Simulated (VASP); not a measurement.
# Si (P6_3/mmc) in VASP: notebook, part 2 of 2

VASP 6.6.1. Earlier steps stand in the parts before.

### 3 Single point, PBE (c/a of the conventional cell at fixed volume 1.6527)

The input, INCAR:

```
PREC = Accurate
ENCUT = 520
EDIFF = 1E-6
ISMEAR = 0
SIGMA = 0.05
LREAL = False
LASPH = True
NELM = 60
ALGO = Normal
ISIF = 2
LWAVE = False
LCHARG = False
GGA = PE
NBANDS = 16
```

The input, KPOINTS:

```
regular mesh
0
Gamma
  12 12 6
```

The input, POSCAR:

```
Si
1.0
    3.8510822046      0.0000000000      0.0000000000
   -1.9255411023      3.3351350212      0.0000000000
    0.0000000000      0.0000000000      6.3646810974
Si
4
Direct
    0.3333333333      0.6666666667      0.0582185610
    0.6666666667      0.3333333333      0.5582185610
    0.3333333333      0.6666666667      0.4417814390
    0.6666666667      0.3333333333      0.9417814390
```

Potentials or basis: VASP PAW PBE potentials, release 64 (Si).

On the command line:

```sh
$ cat potpaw_PBE.64/Si/POTCAR > POTCAR
$ mpirun -np 1 vasp_std > vasp.out
```

It took 45 s on 1 thread of Intel Xeon 6975P-C (Granite Rapids), shared host; peak memory 0.22 GiB.

It converged, with:

```
Free energy            : -21.6120 eV
Pressure               : 0.1 GPa
Largest force          : 0.699 eV/Å
Band gap on the k mesh : 0.38 eV, indirect (least direct gap 0.90 eV)
```

Forces on the atoms (eV/Å):
```
Si   0.000  0.000  0.699
Si   0.000  0.000  0.699
Si   0.000  0.000 -0.699
Si   0.000  0.000 -0.699
```

Stress tensor (GPa, compression positive):
```
 1.24  0.00  0.00
 0.00  1.24  0.00
 0.00  0.00 -2.04
```

Levels at points of the mesh, in eV from the valence-band top:
```tsv
k point	band 6	band 7	band 8	band 9	band 10	band 11
(0.00, 0.00, 0.00)	-0.16	-0.16	0.00	0.90	2.07	2.07
(0.50, 0.00, 0.00)	-3.06	-2.74	-1.57	0.38	2.25	3.28
(0.00, 0.00, 0.50)	-1.00	-1.00	-1.00	1.67	1.67	2.95
(0.50, 0.00, 0.50)	-2.46	-2.27	-2.27	0.96	0.96	1.60
```

### 4 Single point, PBE (c/a of the conventional cell at fixed volume 1.8246)

The input, INCAR:

```
SYSTEM = Si
  ALGO = Normal
  EDIFF = 1E-7
  ENCUT = 520
  GGA = PE
  ISIF = 2
  ISMEAR = 0
  LASPH = .True.
  LCHARG = .False.
  LREAL = .False.
  LWAVE = .False.
  NBANDS = 16
  NELM = 80
  PREC = Accurate
  SIGMA = 0.05
```

The input, KPOINTS:

```
k-points
0
Gamma
  12 12 6
  0 0 0
```

The input, POSCAR:

```
Si
1.0
    3.7261315656      0.0000000000      0.0000000000
   -1.8630657828      3.2269245936      0.0000000000
    0.0000000000      0.0000000000      6.7986996546
Si
4
Direct
    0.3333333333      0.6666666667      0.0440780254
    0.6666666667      0.3333333333      0.5440780254
    0.3333333333      0.6666666667      0.4559219746
    0.6666666667      0.3333333333      0.9559219746
```

Potentials or basis: VASP PAW PBE potentials, release 64 (Si).

On the command line:

```sh
$ cat potpaw_PBE.64/Si/POTCAR > POTCAR
$ mpirun -np 1 vasp_std > vasp.out
```

OUTCAR:

```text
SYSTEM = Si
   EDIFF = 1E-7
   ENCUT = 520
   GGA = PE
   ISIF = 2
   ISMEAR = 0
   LASPH = .True.
   LREAL = .False.
   NELM = 80
   PREC = Accurate

 ion  position               nearest neighbor table
   1  0.333  0.667  0.044-   4 2.23   4 2.23   4 2.23   3 2.80
   2  0.667  0.333  0.544-   3 2.23   3 2.23   3 2.23   4 2.80
   3  0.333  0.667  0.456-   2 2.23   2 2.23   2 2.23   1 2.80
   4  0.667  0.333  0.956-   1 2.23   1 2.23   1 2.23   2 2.80

  LATTYP: Found a hexagonal cell.
[... 650 lines left out ...]
     15      13.0250      0.00000
     16      13.0938      0.00000

 [... further k-points ...]
[... 5 lines left out ...]
  --------------------------------------------------------------------------------------
  -------------------------------------------------------------------------------------
  Total        7.2600757      7.2600757     -4.7278347      0.0000000     -0.0000000     -0.0000000
  in kB      142.2914715    142.2914715    -92.6616448      0.0000000     -0.0000000     -0.0000000
  external PRESSURE =      63.9737661 kB  Pullay stress =       0.0000000 kB

 VOLUME and BASIS-vectors are now :
 -----------------------------------------------------------------------------
  energy-cutoff  :      520.00
  volume of cell :       81.75
      direct lattice vectors                 reciprocal lattice vectors
     3.726131566  0.000000000  0.000000000     0.268374850  0.154946292  0.000000000
    -1.863065783  3.226924594  0.000000000     0.000000000  0.309892584  0.000000000
     0.000000000  0.000000000  6.798699655     0.000000000  0.000000000  0.147086951

 POSITION                                       TOTAL-FORCE (eV/Angst)
 -----------------------------------------------------------------------------------
     -0.00000      2.15128      0.29967        -0.000000      0.000000      2.167454
      1.86307      1.07564      3.69902         0.000000      0.000000      2.167454
     -0.00000      2.15128      3.09968        -0.000000      0.000000     -2.167454
      1.86307      1.07564      6.49903         0.000000     -0.000000     -2.167454
 -----------------------------------------------------------------------------------
    total drift:                               -0.000000      0.000000     -0.000000

  FREE ENERGIE OF THE ION-ELECTRON SYSTEM (eV)
  ---------------------------------------------------
  free  energy   TOTEN  =       -20.4957372839 eV

  energy  without entropy=      -20.4951767391  energy(sigma->0) =      -20.49545701
```

OSZICAR:

```text
N       E                     dE             d eps       ncg     rms          rms(c)
DAV:   1     0.275128520674E+02    0.27513E+02   -0.59407E+03  2432   0.818E+02
DAV:   2    -0.191148935909E+02   -0.46628E+02   -0.42081E+02  3376   0.118E+02
DAV:   3    -0.209420386451E+02   -0.18271E+01   -0.18140E+01  3224   0.225E+01
DAV:   4    -0.209638275805E+02   -0.21789E-01   -0.21785E-01  3112   0.317E+00
DAV:   5    -0.209642332449E+02   -0.40566E-03   -0.40564E-03  3320   0.411E-01    0.734E+00
DAV:   6    -0.206288359797E+02    0.33540E+00   -0.18272E-01  2936   0.205E+00    0.444E+00
DAV:   7    -0.204940159952E+02    0.13482E+00   -0.35971E-01  3056   0.294E+00    0.367E-01
DAV:   8    -0.204953401146E+02   -0.13241E-02   -0.37753E-02  2928   0.106E+00    0.202E-01
DAV:   9    -0.204956156382E+02   -0.27552E-03   -0.15072E-03  3264   0.226E-01    0.117E-01
DAV:  10    -0.204957388813E+02   -0.12324E-03   -0.32330E-04  3024   0.966E-02    0.365E-02
DAV:  11    -0.204957335465E+02    0.53347E-05   -0.11585E-04  3120   0.552E-02    0.216E-02
DAV:  12    -0.204957344535E+02   -0.90701E-06   -0.11625E-05  3144   0.179E-02    0.211E-02
DAV:  13    -0.204957368479E+02   -0.23943E-05   -0.39894E-06  2880   0.105E-02    0.442E-03
DAV:  14    -0.204957372021E+02   -0.35421E-06   -0.97945E-07  3144   0.499E-03    0.537E-03
DAV:  15    -0.204957372839E+02   -0.81809E-07   -0.73505E-08  1920   0.161E-03
   1 F= -.20495737E+02 E0= -.20495457E+02  d E =-.560545E-03
```

Wall time 55 s (1 thread of Intel Xeon 6975P-C (Granite Rapids), shared host); peak memory 0.22 GiB.

What came out:

```
Free energy            : -20.4957 eV
Pressure               : 6.4 GPa
Largest force          : 2.167 eV/Å
Band gap on the k mesh : 0.04 eV, direct
```

Forces in eV/Å, atoms in the order of the input:
```
Si   0.000  0.000  2.167
Si   0.000  0.000  2.167
Si   0.000  0.000 -2.167
Si   0.000  0.000 -2.167
```

Stress tensor (GPa, compression positive):
```
14.23  0.00  0.00
 0.00 14.23  0.00
 0.00  0.00 -9.27
```

Caveat: forces of over 1 eV/Å act on the atoms, so gaps and moduli don't describe the material at rest. A k mesh can miss the band edges.

### 5 Single point, PBE (c/a of the conventional cell at fixed volume 1.7386)

The input, INCAR:

```
SYSTEM = Si
PREC = Accurate
ENCUT = 520
EDIFF = 1E-7
ISMEAR = 0
SIGMA = 0.05
LREAL = .FALSE.
LASPH = .TRUE.
NELM = 80
ALGO = Normal
ISIF = 2
LWAVE = .FALSE.
LCHARG = .FALSE.
GGA = PE
NBANDS = 16
```

The input, KPOINTS:

```
regular mesh
0
G
  12 12 6
  0 0 0
```

The input, POSCAR:

```
Si
1.0
    3.7865833161      0.0000000000      0.0000000000
   -1.8932916580      3.2792773453      0.0000000000
    0.0000000000      0.0000000000      6.5833537533
Si
4
Direct
    0.3333333333      0.6666666667      0.0723590967
    0.6666666667      0.3333333333      0.5723590967
    0.3333333333      0.6666666667      0.4276409033
    0.6666666667      0.3333333333      0.9276409033
```

On the command line:

```sh
$ cat potpaw_PBE.64/Si/POTCAR > POTCAR
$ mpirun -np 1 vasp_std > vasp.out
```

It took 47 s on 1 thread of Intel Xeon 6975P-C (Granite Rapids), shared host; peak memory 0.22 GiB.

It converged, with:

```
Free energy            : -21.4829 eV
Pressure               : -0.5 GPa
Largest force          : 1.169 eV/Å
Band gap on the k mesh : 0.08 eV, indirect (least direct gap 1.29 eV)
```

Forces on the atoms (eV/Å):
```
Si   0.000  0.000 -1.169
Si   0.000  0.000 -1.169
Si   0.000  0.000  1.169
Si   0.000  0.000  1.169
```

Stress tensor (GPa, compression positive):
```
 0.83  0.00  0.00
 0.00  0.83  0.00
 0.00  0.00 -3.24
```

Levels at points of the mesh, in eV from the valence-band top:
```tsv
k point	band 6	band 7	band 8	band 9	band 10	band 11
(0.00, 0.00, 0.00)	-1.46	0.00	0.00	1.29	1.32	1.78
(0.50, 0.00, 0.00)	-3.60	-3.07	-1.53	0.42	1.95	2.04
(0.00, 0.00, 0.50)	-0.91	-0.91	-0.91	1.97	1.97	2.83
(0.50, 0.00, 0.50)	-3.20	-2.47	-2.47	0.30	0.30	1.45
```

Caveat: forces of over 1 eV/Å act on the atoms, so gaps and moduli don't describe the material at rest.

### 6 Overview

| cell | gap on the mesh (eV) | pressure (GPa) | largest force (eV/Å) |
| --- | --- | --- | --- |
| a = 3.726, b = 3.726, c = 6.799 Å, angles 90.0, 90.0, 120.0°, 4 atoms | 0.04 | 6.4 | 2.17 |
| a = 3.851, b = 3.851, c = 6.365 Å, angles 90.0, 90.0, 120.0°, 4 atoms | 0.38 | 0.1 | 0.70 |
| a = 3.787, b = 3.787, c = 6.583 Å, angles 90.0, 90.0, 120.0°, 4 atoms | 0.08 | -0.5 | 1.17 |

Some of these runs hold the atoms at other places in the same cell, which the table doesn't show; runs alike in all that it shows share one row.

Alike in all rows: task single point; level PBE; potentials or basis VASP PAW PBE potentials, release 64 (Si); no spin polarisation; k mesh 12 × 12 × 6; cutoff (eV) 520; smearing gaussian 0.05 eV.

Caveats: forces of over 1 eV/Å act on the atoms, so gaps and moduli don't describe the material at rest (some runs).

Total energies depend on the potentials used, so only differences within one code and one set of settings carry meaning.
